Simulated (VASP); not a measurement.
A run of VASP 6.6.1 is set up as follows.

INCAR

```
SYSTEM = Pb
ALGO     = Normal         ! electronic algorithm
EDIFF    = 1E-6           ! SCF threshold, eV
EDIFFG   = -0.01          ! ionic threshold
ENCUT    = 600            ! plane-wave cutoff, eV
GGA      = PE             ! functional
IBRION   = 2              ! ionic algorithm
ISIF     = 3              ! what is computed and relaxed
ISMEAR   = -1             ! smearing method
LASPH    = .TRUE.         ! aspherical terms in the spheres
LCHARG   = .FALSE.        ! write CHGCAR
LREAL    = .FALSE.        ! projectors in reciprocal space
LWAVE    = .FALSE.        ! write WAVECAR
NELM     = 60             ! most SCF steps
NSW      = 60             ! ionic steps
PREC     = Accurate       ! precision mode
SIGMA    = 0.05           ! smearing width, eV
```

The input KPOINTS:

```
k-points
0
G
  9 9 9
  0 0 0
```

Contents of POSCAR:

```
Pb
1.0
   -1.9796595667      1.9796595667      1.9796595667
    1.9796595667     -1.9796595667      1.9796595667
    1.9796595667      1.9796595667     -1.9796595667
Pb
1
Direct
    0.0000000000      0.0000000000      0.0000000000
```

Potentials or basis: VASP PAW PBE potentials, release 64 (Pb_d).

Command:

```sh
$ cat potpaw_PBE.64/Pb_d/POTCAR > POTCAR
$ mpirun -np 1 vasp_std > vasp.out
```

Q: Predict the band gap on the k mesh.

A: Zero (bands 7 and 8 overlap by 9.22 eV).

Q: What does it give for the relaxed cell?

A: a = 3.451 Å, b = 3.451 Å, c = 3.451 Å, α = 109.47°, β = 109.47°, γ = 109.47°.

Q: Predict the relaxed volume.

A: 31.65 Å³/atom.

Q: What does it give for the space group after relaxing (to 0.1 Å)?

A: Im-3m (No. 229).

Step by step:
| step | energy change (eV) | largest force (eV/Å) | pressure (GPa) | volume (Å³) |
| --- | --- | --- | --- | --- |
| 1 | 0.0000 | 0.0000 | 0.81 | 31.03 |
| 2 | -0.0015 | 0.0000 | -0.11 | 31.74 |
| 3 | -0.0015 | 0.0000 | 0.00 | 31.65 |

Caveat: spin-orbit coupling is left out, which moves the levels of the heavy elements.
